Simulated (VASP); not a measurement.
# Os (P6_3/mmc) in VASP: further runs

The runs below take Os through electric field gradients, with r2SCAN.

All numbers are computed with VASP 6.6.1; they aren't measurements. Logs are shortened: lines on timing, memory, paths and dates and some standing lists are left out, and cuts for length are marked.

## Step 1: The cell of the first run

It takes space group P6_3/mmc (No. 194, hexagonal). The conventional cell has a = 2.746 Å, b = 2.746 Å, c = 4.326 Å, α = 90.00°, β = 90.00°, γ = 120.00°. Within 3.5 Å of Os (site symmetry -6m2) lie 12 Os at 2.68 to 2.75 Å.

## Step 2: Electric field gradients, r2SCAN

POSCAR reads:

```
Os
1.0
    2.7461342319      0.0000000000      0.0000000000
   -1.3730671160      2.3782220071      0.0000000000
    0.0000000000      0.0000000000      4.3263142200
Os
2
Direct
    0.3333333333      0.6666666667      0.2500000000
    0.6666666667      0.3333333333      0.7500000000
```

INCAR.step1 reads:

```
PREC = Accurate ; ENCUT = 520
ISMEAR = -1 ; SIGMA = 0.05
LREAL = F ; LASPH = T
NELM = 100 ; NBANDS = 15
GGA = PE ; ALGO = Normal
EDIFF = 1E-4 ; LWAVE = T
LCHARG = F
```

INCAR.step2 reads:

```
PREC = Accurate ; ENCUT = 520
EDIFF = 1E-8 ; ISMEAR = -1
SIGMA = 0.05 ; LREAL = F
LASPH = T ; NELM = 100
ALGO = Normal ; ISIF = 2
LWAVE = F ; LCHARG = F
METAGGA = R2SCAN ; LMIXTAU = T
LEFG = T ; NBANDS = 15
ISTART = 1
```

KPOINTS reads:

```
Automatic mesh
0
Gamma
  15 15 9
```

Potentials or basis: VASP PAW PBE potentials, release 64 (Os).

The run is started by

```
$ cat potpaw_PBE.64/Os/POTCAR > POTCAR
$ cp INCAR.step1 INCAR
$ mpirun -np 1 vasp_std > vasp.out
$ cp INCAR.step2 INCAR
$ mpirun -np 1 vasp_std > vasp.out
```

OUTCAR:

```text
PREC = Accurate
   ENCUT = 520
   EDIFF = 1E-8
   ISMEAR = -1
   LREAL = F
   LASPH = T
   NELM = 100
   ISIF = 2
   METAGGA = R2SCAN
   ISTART = 1

 ion  position               nearest neighbor table
   1  0.333  0.667  0.250-   2 2.68   2 2.68   2 2.68   2 2.68   2 2.68   2 2.68
   2  0.667  0.333  0.750-   1 2.68   1 2.68   1 2.68   1 2.68   1 2.68   1 2.68

  LATTYP: Found a hexagonal cell.
 ALAT       =     2.7461342319
 C/A-ratio  =     1.5754197918

  Lattice vectors:

 A1 = (   2.7461342319,   0.0000000000,   0.0000000000)
 A2 = (  -1.3730671160,   2.3782220071,   0.0000000000)
 A3 = (   0.0000000000,   0.0000000000,   4.3263142200)

Analysis of symmetry for initial positions (statically):
=====================================================================
 Subroutine PRICEL returns:
 Original cell was already a primitive cell.

 Routine SETGRP: Setting up the symmetry group for a
 hexagonal supercell.

 Subroutine GETGRP returns: Found 24 space group operations
 (whereof 12 operations were pure point group operations)
 out of a pool of 24 trial point group operations.

The static configuration has the point symmetry D_3d.
 The point group associated with its full space group is D_6h.

Analysis of symmetry for dynamics (positions and initial velocities):
=====================================================================
 Subroutine PRICEL returns:
 Original cell was already a primitive cell.

 Routine SETGRP: Setting up the symmetry group for a
 hexagonal supercell.

 Subroutine GETGRP returns: Found 24 space group operations
 (whereof 12 operations were pure point group operations)
 out of a pool of 24 trial point group operations.

The dynamic configuration has the point symmetry D_3d.
 The point group associated with its full space group is D_6h.

 Subroutine INISYM returns: Found 24 space group operations
 (whereof 12 operations are pure point group operations),
 and found     1 'primitive' translations

----------------------------------------------------------------------------------------

                                     Primitive cell

  volume of cell :      28.2548

  direct lattice vectors                    reciprocal lattice vectors
     2.746134232  0.000000000  0.000000000     0.364148259  0.210241095  0.000000000
    -1.373067116  2.378222007  0.000000000     0.000000000  0.420482191  0.000000000
     0.000000000  0.000000000  4.326314220     0.000000000  0.000000000  0.231143636

  length of vectors
     2.746134232  2.746134232  4.326314220     0.420482191  0.420482191  0.231143636

  position of ions in fractional coordinates (direct lattice)
     0.333333333  0.666666667  0.250000000
     0.666666667  0.333333333  0.750000000

  ion indices of the primitive-cell ions
   primitive index   ion index
                 1           1
                 2           2

----------------------------------------------------------------------------------------

 KPOINTS: Automatic mesh

Automatic generation of k-mesh.
 Grid dimensions read from file:
 generate k-points for:   15   15    9

 Generating k-lattice:

  Cartesian coordinates                     Fractional coordinates (reciprocal lattice)
     0.024276551  0.014016073  0.000000000     0.066666667  0.000000000  0.000000000
     0.000000000  0.028032146  0.000000000     0.000000000  0.066666667  0.000000000
     0.000000000  0.000000000  0.025682626     0.000000000  0.000000000  0.111111111

  Length of vectors
     0.028032146  0.028032146  0.025682626

  Shift w.r.t. Gamma in fractional coordinates (k-lattice)
     0.000000000  0.000000000  0.000000000

 Subroutine IBZKPT returns following result:
 ===========================================

 Found    135 irreducible k-points:

 Following reciprocal coordinates:
            Coordinates               Weight
  0.000000  0.000000  0.000000      1.000000
  0.066667 -0.000000  0.000000      6.000000
  0.133333 -0.000000  0.000000      6.000000
  0.200000  0.000000  0.000000      6.000000
  0.266667 -0.000000  0.000000      6.000000
  0.333333  0.000000  0.000000      6.000000
[... 16 lines left out ...]
  0.333333  0.200000  0.000000     12.000000
  0.400000  0.200000  0.000000      6.000000
 [... further k-points ...]
   k-points           NKPTS =    135   k-points in BZ     NKDIM =    135   number of bands    NBANDS=     15
   number of dos      NEDOS =    301   number of ions     NIONS =      2
   total plane-waves  NPLWV =  12800
   dimension x,y,z NGX =    20 NGY =   20 NGZ =   32
   dimension x,y,z NGXF=    40 NGYF=   40 NGZF=   64
   ions per type =               2
   NGX,Y,Z   is equivalent  to a cutoff of  12.11, 12.11, 12.30 a.u.
   NGXF,Y,Z  is equivalent  to a cutoff of  24.22, 24.22, 24.59 a.u.
 SYSTEM =  unknown system
   PREC   = accura    normal or accurate (medium, high low for compatibility)
   ISTART =      1    job   : 0-new  1-cont  2-samecut
   ICHARG =      0    charge: 1-file 2-atom 10-const
   ISPIN  =      1    spin polarized calculation?
   LNONCOLLINEAR =      F non collinear calculations
   LSORBIT =      F    spin-orbit coupling
   LASPH  =      T    aspherical Exc in radial PAW
   ENCUT  =  520.0 eV  38.22 Ry    6.18 a.u.   5.11  5.11  8.04*2*pi/ulx,y,z
   NELM   =    100;   NELMIN=  2; NELMDL=  0     # of ELM steps
   EDIFF  = 0.1E-07   stopping-criterion for ELM
   LREAL  =      F    real-space projection
   EDIFFG = 0.1E-06   stopping-criterion for IOM
   NSW    =      0    number of steps for IOM
   IBRION =     -1    ionic relax: 0-MD 1-quasi-New 2-CG
   NFREE  =      0    steps in history (QN), initial steepest desc. (CG)
   ISIF   =      2    stress and relaxation
   ISYM   =      2    0-nonsym 1-usesym 2-fastsym
   POTIM  = 0.5000    time-step for ionic-motion
   TEBEG  =    0.0;   TEEND  =   0.0 temperature during run
   PSTRESS=    0.0 pullay stress
   NELECT =      16.0000    total number of electrons
   NUPDOWN=      -1.0000    fix difference up-down
   EMIN   =  10.00;   EMAX   =-10.00  energy-range for DOS
   EFERMI =   0.00;   METHOD = LEGACY
   ISMEAR =    -1;   SIGMA  =   0.05  broadening in eV -4-tet -1-fermi 0-gaus
   EFERMI_NEDOS =   21; number of points for ismear=-14 and -15
   IALGO  =     38    algorithm
   IMIX   =      4    mixing-type and parameters
     AMIX     =   0.40;   BMIX     =  1.00
     AMIX_MAG =   1.60;   BMIX_MAG =  1.00
  volume/ion in A,a.u.               =      14.13        95.34
  Fermi-wavevector in a.u.,A,eV,Ry     =   1.354412  2.559467 24.958956  1.834432
  Thomas-Fermi vector in A             =   2.481586
   LORBIT       =      0    0 simple, 1 ext, 2 COOP (PROOUT), +10 PAW based schemes
   METAGGA = R2SCAN    functional components
   LHFCALC =     F    Hartree Fock is set to
   AEXX    =    0.0000 exact exchange contribution
   IVDW    =     0    specifies the selected vdW correction
   LEPSILON=     F    determine dielectric tensor
   LRPA    =     F    only Hartree local field effects (RPA)
 non-spin polarized calculation
  energy-cutoff  :      520.00
  volume of cell :       28.25
 maximum number of plane-waves:       778
   NGX = 11   NGY = 11   NGZ = 17

 number of electron      15.9999999 magnetization

 Free energy of the ion-electron system (eV)
  ---------------------------------------------------
  ext. energy  EPLUGINS =         0.00000000
  ---------------------------------------------------
  free energy    TOTEN  =      -106.01491462 eV

  energy without entropy =     -106.00693033  energy(sigma->0) =     -106.01092247

 E-fermi :   9.1048     XC(G=0): -15.3251

 val. band max:        9.1037652389   @ k =   0.1333  -0.0000   0.3333
 cond. band min:       9.1430933390   @ k =   0.2667   0.0667   0.0000
 fundamental gap:      0.0393281001
 Fermi energy:         9.1047783649

 k-point     1 :       0.0000    0.0000    0.0000
  band No.  band energies     occupation
      1      -2.2290      2.00000
      2       1.0764      2.00000
      3       5.9819      2.00000
      4       5.9819      2.00000
      5       6.2812      2.00000
      6       6.8429      2.00000
      7       6.8429      2.00000
      8       7.4672      2.00000
      9       7.4672      2.00000
     10       9.1550      0.53590
     11      10.8360      0.00000
     12      10.8360      0.00000
     13      18.5944      0.00000
     14      23.8843      0.00000
     15      26.7237      0.00000

 k-point     2 :       0.0667   -0.0000    0.0000
  band No.  band energies     occupation
      1      -2.0428      2.00000
      2       1.2405      2.00000
      3       5.6053      2.00000
      4       6.1445      2.00000
      5       6.6023      2.00000
      6       6.7389      2.00000
      7       6.9943      2.00000
      8       7.2384      2.00000
      9       7.3370      2.00000
     10       8.3550      2.00000
     11      10.9259      0.00000
     12      11.9170      0.00000
     13      18.5790      0.00000
     14      24.2624      0.00000
     15      26.9623      0.00000

 k-point     3 :       0.1333   -0.0000    0.0000
  band No.  band energies     occupation
      1      -1.5066      2.00000
      2       1.6835      2.00000
      3       5.0719      2.00000
      4       6.3435      2.00000
      5       6.4216      2.00000
      6       6.6230      2.00000
      7       7.0069      2.00000
      8       7.1208      2.00000
      9       7.4376      2.00000
     10       7.6852      2.00000
     11      11.1404      0.00000
     12      13.6536      0.00000
     13      18.4991      0.00000
     14      25.2072      0.00000
     15      27.5125      0.00000
[... 343 lines left out ...]
 k-point    23 :       0.3333    0.2000    0.0000
  band No.  band energies     occupation
      1       2.5595      2.00000
      2       2.7230      2.00000
      3       2.9034      2.00000
      4       4.6731      2.00000
      5       5.2671      2.00000
      6       6.2234      2.00000
      7       7.2403      2.00000
      8      10.0458      0.00000
      9      11.2810      0.00000
     10      11.4179      0.00000
     11      13.6025      0.00000
     12      16.1466      0.00000
     13      18.2888      0.00000
     14      20.1821      0.00000
     15      22.8494      0.00000

 k-point    24 :       0.4000    0.2000    0.0000
  band No.  band energies     occupation
      1       2.4527      2.00000
      2       2.8050      2.00000
      3       2.8197      2.00000
      4       4.9735      2.00000
      5       5.3043      2.00000
      6       6.0755      2.00000
      7       7.4377      2.00000
      8      10.5925      0.00000
      9      11.2026      0.00000
     10      11.4128      0.00000
     11      14.3308      0.00000
     12      15.0653      0.00000
     13      17.7614      0.00000
     14      20.8960      0.00000
     15      23.4629      0.00000

 [... further k-points ...]
[... 5 lines left out ...]
  --------------------------------------------------------------------------------------
  -------------------------------------------------------------------------------------
  Total       -0.5312685     -0.5312685     -0.2599038      0.0000000     -0.0000000     -0.0000000
  in kB      -30.1253705    -30.1253705    -14.7377424      0.0000000     -0.0000000     -0.0000000
  external PRESSURE =     -24.9961611 kB  Pullay stress =       0.0000000 kB

 VOLUME and BASIS-vectors are now :
 -----------------------------------------------------------------------------
  energy-cutoff  :      520.00
  volume of cell :       28.25
      direct lattice vectors                 reciprocal lattice vectors
     2.746134232  0.000000000  0.000000000     0.364148259  0.210241095  0.000000000
    -1.373067116  2.378222007  0.000000000     0.000000000  0.420482191  0.000000000
     0.000000000  0.000000000  4.326314220     0.000000000  0.000000000  0.231143636

 POSITION                                       TOTAL-FORCE (eV/Angst)
 -----------------------------------------------------------------------------------
     -0.00000      1.58548      1.08158        -0.000000      0.000000      0.000000
      1.37307      0.79274      3.24474         0.000000     -0.000000      0.000000
 -----------------------------------------------------------------------------------
    total drift:                               -0.000000      0.000000     -0.000000

  FREE ENERGIE OF THE ION-ELECTRON SYSTEM (eV)
  ---------------------------------------------------
  free  energy   TOTEN  =      -106.0149146183 eV

  energy  without entropy=     -106.0069303274  energy(sigma->0) =     -106.01092247

 Electric field gradients (V/A^2)
---------------------------------------------------------------------
 ion       V_xx      V_yy      V_zz      V_xy      V_xz      V_yz
---------------------------------------------------------------------
   1      41.082    41.082   -82.164    -0.000     0.000     0.000
   2      41.082    41.082   -82.164    -0.000     0.000     0.000
---------------------------------------------------------------------

 Electric field gradients after diagonalization (V/A^2)
 (convention: |V_zz| > |V_xx| > |V_yy|)
----------------------------------------------------------------------
 ion       V_xx      V_yy      V_zz     asymmetry (V_yy - V_xx)/ V_zz
----------------------------------------------------------------------
   1      41.082    41.082   -82.164       0.000
   2      41.082    41.082   -82.164       0.000
----------------------------------------------------------------------

           NMR quadrupolar parameters

 Cq : quadrupolar parameter    Cq=e*Q*V_zz/h
 eta: asymmetry parameters     (V_yy - V_xx)/ V_zz
 Q  : nuclear electric quadrupole moment in mb (millibarn)
----------------------------------------------------------------------
 ion       Cq(MHz)       eta       Q (mb)
----------------------------------------------------------------------
   1      -0.199       0.000       1.000
   2      -0.199       0.000       1.000
----------------------------------------------------------------------
```

Run time: 2.4 min. Hardware: 1 thread of AMD EPYC 7R13 (Zen 3), shared host; peak memory 0.15 GiB.

What came out:

```yaml
Free_energy: -106.0149 eV
Pressure: -2.5 GPa
Band_gap_on_the_k_mesh: zero (bands 8 and 9 overlap by 3.88 eV)
Largest_electric_field_gradient_by_atom: Os -82.2 V/Å²
```

Stress tensor (GPa, compression positive):
```
-3.01  0.00  0.00
 0.00 -3.01  0.00
 0.00  0.00 -1.47
```

Levels at points of the mesh, in eV from the Fermi level:
```tsv
k point	band 5	band 6	band 7	band 8	band 9	band 10	band 11	band 12
(0.00, 0.00, 0.00)	-2.82	-2.26	-2.26	-1.64	-1.64	0.05	1.73	1.73
```

Electric field gradients, principal values (V/Å²):
| atom | least | middle | greatest (by size) |
| --- | --- | --- | --- |
| 1 Os | 41.082 | 41.082 | -82.164 |
| 2 Os | 41.082 | 41.082 | -82.164 |

Caveat: without QUAD_EFG the Cq values of the log hold for a quadrupole moment of 1 mb, not for the nuclei; the PAW data sets were made with another functional, which shifts forces and pressure a little; spin-orbit coupling is left out, which moves the levels of the heavy elements.

[end of part 1 of 2]

The gap in the log of VASP goes by the Fermi energy; the results here count the filled bands.